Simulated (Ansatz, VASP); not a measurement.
**C: VASP beside Ansatz**

```
C
1.0
     0.00000    2.13604    4.31035
     1.23324    0.00000    4.31035
     1.23324    2.13604    0.00000
C
2
Cartesian
  1.2332 0.7120 4.3103
  1.2332 3.5600 4.3103
```

Alike in both runs: functional PBE; k mesh 14 × 14 × 14; occupations gaussian, width 0.02 eV; no spin polarisation.

Ansatz relaxed the structure, and its values are those at the end. VASP's run is a single point on that final structure, the one shown.

|  | VASP | Ansatz |
| --- | --- | --- |
| version | VASP 6.6.1 | Ansatz 0.2.0 |
| potentials or method | VASP PAW PBE potentials, release 64 (C), cutoff 520 eV | scalar-relativistic, plane waves, PAW |
| valence electrons in the cell | 8 | 8 |

|  | VASP | Ansatz | Ansatz less VASP |
| --- | --- | --- | --- |
| gap on the k mesh at the Fermi level (eV) | 1.04 | 1.04 | +0.001 |
| least direct gap on the mesh (eV) | 1.09 | 1.09 | +0.001 |
| pressure (GPa) | 0.4 | 0.0 | -0.35 |
